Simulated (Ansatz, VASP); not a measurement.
**One calculation of W3N, two programs**

The input INCAR:

```
  ALGO = Normal
  EDIFF = 1E-6
  ENCUT = 910
  GGA = PS
  GGA_COMPAT = False
  ISIF = 2
  ISMEAR = 0
  LASPH = True
  LCHARG = False
  LREAL = False
  LWAVE = False
  NBANDS = 32
  NELM = 120
  PREC = Accurate
  SIGMA = 0.1
```

KPOINTS

```
k-points
0
Gamma
  18 18 6
```

POSCAR

```
W3N
1.0
    2.9359277040      0.0000000000      0.0000000000
   -1.4679638521      2.5425879754      0.0000000000
    0.0000000000      0.0000000000      7.2851881508
W N
3 1
Direct
    0.0000000000      0.0000000000      0.5000000000
    0.3333333300      0.6666666700      0.1739300000
    0.6666666700      0.3333333300      0.8260700000
    0.0000000000      0.0000000000      0.0000000000
```

Input for Ansatz:

```yaml
crystal:
  lattice:
    - [2.935927704, 0.0, 0.0]
    - [-1.4679638521, 2.5425879754, 0.0]
    - [0.0, 0.0, 7.2851881508]
  atoms:
    - { symbol: W, position: [0.0, 0.0, 0.5] }
    - { symbol: W, position: [0.33333333, 0.66666667, 0.17393] }
    - { symbol: W, position: [0.66666667, 0.33333333, 0.82607] }
    - { symbol: "N", position: [0.0, 0.0, 0.0] }
basis:
  ecutwfc: 420
kpoints:
  mp_grid: { grid: [18, 18, 6] }
hamiltonian:
  xc: pbesol
scf:
  occupations: { method: gaussian, width: 0.1 }
output:
  forces: true
  stress: true
  eigenvalues: true
```

Alike in both runs: task single point; functional PBEsol; k mesh 18 × 18 × 6; occupations gaussian, width 0.1 eV; no spin polarisation.

|  | VASP | Ansatz |
| --- | --- | --- |
| version | VASP 6.6.1 | Ansatz 0.2.0 |
| potentials or method | VASP PAW PBE potentials, release 64 (W_sv, N_h), cutoff 910 eV | scalar-relativistic, plane waves, PAW |
| valence electrons in the cell | 47 | 47 |

Ansatz gave:

* gap on the k mesh at the Fermi level (eV): none
* rms of the force components (eV/Å): 0.827

Q: What did VASP give for the same quantities?

A: gap on the k mesh at the Fermi level (eV): none; rms of the force components (eV/Å): 0.870.

VASP's potentials were made for PBE, not for PBEsol. Atom by atom the forces differ by 0.042 eV/Å (rms over components). A gap of «none» marks a metal or a gap that the smearing closes. With one functional, cell and mesh, what is left measures potentials, basis and numerics.

Spin-orbit coupling is off throughout. Noted on VASP's run: the cutoff is under 1.25 times that of the potentials, so the pressure is a little rough.
